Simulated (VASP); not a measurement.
**Cs3Sn: relaxation of cell and atoms with PBE**

Cs3Sn:

```
CELL_PARAMETERS angstrom
6.11324 0.00000 0.00000
0.00000 6.11324 0.00000
0.00000 0.00000 6.11324
ATOMIC_POSITIONS crystal
Cs 0.00000 0.50000 0.50000
Cs 0.50000 0.00000 0.50000
Cs 0.50000 0.50000 0.00000
Sn 0.00000 0.00000 0.00000
```

```
Program                : VASP 6.6.1
Task                   : relaxation of cell and atoms
Functional             : PBE
Potentials or basis    : VASP PAW PBE potentials, release 64 (Cs_sv, Sn_d)
Cutoff                 : 600 eV
k mesh                 : 8 × 8 × 8
Occupations            : gaussian, width 0.1 eV
Spin                   : no spin polarisation
Dipole correction      : no
Further INCAR settings : ALGO = Fast; EDIFF = 1e-06; IBRION = 2; EDIFFG = -0.01; NSW = 100; ISIF = 3
```

The relaxed volume is 60.33 Å³/atom and the relaxed cell is a = 6.226 Å, b = 6.226 Å, c = 6.226 Å, α = 90.00°, β = 90.00°, γ = 90.00°. The space group after relaxing (to 0.1 Å) is Pm-3m (No. 221), the energy gained by relaxing is 2.8 meV/atom and the ionic steps are 5. The pressure after relaxing is 0.0 GPa. The band gap on the k mesh is zero (an odd number of electrons rules out a gap without spin polarisation).

Step by step:
```tsv
step	energy change (eV)	largest force (eV/Å)	pressure (GPa)	volume (Å³)
1	0.0000	0.0000	0.30	228.46
2	-0.0055	0.0000	0.20	231.98
3	-0.0100	0.0000	0.09	236.78
4	-0.0095	0.0000	-0.10	246.59
5	-0.0113	0.0000	0.01	241.31
```

Final structure:
```yaml
crystal:
  lattice:
    - [6.22571, 0.00000, 0.00000]
    - [0.00000, 6.22571, 0.00000]
    - [0.00000, 0.00000, 6.22571]
  atoms:
    - { symbol: Cs, position: [0.00000, 0.50000, 0.50000] }
    - { symbol: Cs, position: [0.50000, 0.00000, 0.50000] }
    - { symbol: Cs, position: [0.50000, 0.50000, 0.00000] }
    - { symbol: Sn, position: [0.00000, 0.00000, 0.00000] }
```

Levels at points of the mesh, in eV from the Fermi level:
```tsv
k point	band 18	band 19	band 20	band 21	band 22	band 23
(0.00, 0.00, 0.00)	-6.07	-0.97	0.44	0.44	0.44	1.17
(0.50, 0.00, 0.00)	-5.89	-1.15	0.03	0.03	0.20	1.86
(0.50, 0.50, 0.00)	-5.86	-0.59	-0.59	-0.21	0.87	1.86
(0.50, 0.50, 0.50)	-5.96	0.05	0.05	0.05	0.67	0.67
```

Wall time 25 min on 1 thread of Intel Xeon 8259CL, on a shared host, peak memory 0.52 GiB.

Caveat: spin-orbit coupling is left out, which moves the levels of the heavy elements.
